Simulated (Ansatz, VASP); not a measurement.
# Sn3Te: VASP beside Ansatz

INCAR

```
SYSTEM = Sn3Te
  ALGO = Normal
  EDIFF = 1E-6
  ENCUT = 520
  GGA = PE
  ISIF = 2
  ISMEAR = 0
  LASPH = .True.
  LCHARG = .False.
  LREAL = .False.
  LWAVE = .False.
  NBANDS = 32
  NELM = 80
  PREC = Accurate
  SIGMA = 0.1
```

The input KPOINTS:

```
k-points
0
Gamma
  4 4 2
  0 0 0
```

File POSCAR:

```
Sn3Te
1.0
    3.8476506100      0.0000000000      0.0000000000
    0.0000000000      3.8476506100      0.0000000000
    0.0000000000      0.0000000000     10.0481840900
Sn Te
3 1
Direct
    0.5000000000      0.5000000000      0.7654517900
    0.0000000000      0.0000000000      0.5000000000
    0.5000000000      0.5000000000      0.2345482100
    0.0000000000      0.0000000000      0.0000000000
```

Input for Ansatz:

```yaml
crystal:
  lattice:
    - [3.84765061, 0.0, 0.0]
    - [0.0, 3.84765061, 0.0]
    - [0.0, 0.0, 10.04818409]
  atoms:
    - { symbol: Sn, position: [0.5, 0.5, 0.76545179] }
    - { symbol: Sn, position: [0.0, 0.0, 0.5] }
    - { symbol: Sn, position: [0.5, 0.5, 0.23454821] }
    - { symbol: Te, position: [0.0, 0.0, 0.0] }
basis:
  ecutwfc: 420
kpoints:
  mp_grid: { grid: [4, 4, 2] }
hamiltonian:
  xc: pbe
scf:
  occupations: { method: gaussian, width: 0.1 }
  lower_state_search: "off"
output:
  forces: true
  stress: true
  eigenvalues: true
```

Change from the starting cell: species swapped into the Dy3Mg type (P4/mmm, No. 123).

Alike in both runs: task single point; functional PBE; k mesh 4 × 4 × 2; occupations gaussian, width 0.1 eV; no spin polarisation.

```csv
,VASP,Ansatz
version,VASP 6.6.1,Ansatz 0.2.0
potentials or method,"VASP PAW PBE potentials, release 64 (Sn_d, Te), cutoff 520 eV","scalar-relativistic, plane waves, PAW"
valence electrons in the cell,48,58
```

Ansatz gave:

```
gap on the k mesh at the Fermi level (eV)                     : none
pressure (GPa)                                                : -5.8
traceless stress, the component that is largest in VASP (GPa) : -1.68
rms of the force components (eV/Å)                            : 0.109
```

Estimate VASP's values.

gap on the k mesh at the Fermi level (eV): none; pressure (GPa): -5.8; traceless stress, the component that is largest in VASP (GPa): -1.67; rms of the force components (eV/Å): 0.110.

Atom by atom the forces differ by 0.001 eV/Å (rms over components). A gap of «none» marks a metal or a gap that the smearing closes. VASP's potentials hold 48 valence electrons a cell and Ansatz's 58, so a difference there can come from the potentials and not from the codes.

The k mesh is coarse, so the values compare programs but aren't converged. Spin-orbit coupling is off throughout.
